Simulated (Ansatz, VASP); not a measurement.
One calculation of Se, two programs

```
Se
1.0
     5.62475    3.24745    1.48853
    -5.62475    3.24745    1.48853
     0.00000   -6.49490    1.48853
Se
6
Direct
  0.83930 0.71504 0.08414
  0.71504 0.08414 0.83930
  0.08414 0.83930 0.71504
  0.16070 0.28496 0.91586
  0.28496 0.91586 0.16070
  0.91586 0.16070 0.28496
```

Alike in both runs: task single point; functional LDA; k mesh 6 × 6 × 6; no spin polarisation.

|  | VASP | Ansatz |
| --- | --- | --- |
| version | VASP 6.6.1 | Ansatz 0.2.0 |
| potentials or method | VASP PAW LDA potentials, release 64 (Se) | plane waves, PAW |
| plane-wave cutoff (eV) | 520 | 420 |
| occupations | gaussian, width 0.01 eV | fixed |
| valence electrons in the cell | 36 | 96 |

```tsv
	VASP	Ansatz	Ansatz less VASP
gap on the k mesh at the Fermi level (eV)	1.11	1.11	+0.001
pressure (GPa)	-1.6	-1.8	-0.20
traceless stress, the component that is largest in VASP (GPa)	0.44	0.53	+0.084
rms of the force components (eV/Å)	0.120	0.096	-0.0235
```

LDA's correlation is that of Perdew and Zunger in VASP and of Perdew and Wang (1992) in Ansatz. Atom by atom the forces differ by 0.030 eV/Å (rms over components). VASP's potentials hold 36 valence electrons a cell and Ansatz's 96, so a difference there can come from the potentials and not from the codes.
